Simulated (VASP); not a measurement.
**V: single point with r2SCAN**

Crystal: V.

```
CELL_PARAMETERS angstrom
-1.49177 1.49177 1.49177
1.49177 -1.49177 1.49177
1.49177 1.49177 -1.49177
ATOMIC_POSITIONS crystal
V 0.00000 0.00000 0.00000
```

```yaml
Program: VASP 6.6.1
Task: single point
Functional: r2SCAN
Potentials_or_basis: VASP PAW PBE potentials, release 64 (V_sv)
Cutoff: 520 eV
k_mesh: 15 × 15 × 15
Occupations: methfessel-paxton, width 0.01 eV
Spin: no spin polarisation
Dipole_correction: no
Further_INCAR_settings: ALGO = Normal; EDIFF = 1e-06; NBANDS = 12
```

The pressure is -0.2 GPa.

Levels at points of the mesh, in eV from the Fermi level:
```csv
k point,band 3,band 4,band 5,band 6,band 7,band 8,band 9,band 10
"(0.00, 0.00, 0.00)",-38.42,-38.42,-7.10,0.49,0.49,0.49,2.71,2.71
```

Run time: 42 s on 1 thread of AMD EPYC 9R45 96-Core Processor (Zen 5), on a shared host, peak memory 0.11 GiB.

Caveat: the PAW data sets were made with another functional, which shifts forces and pressure a little.
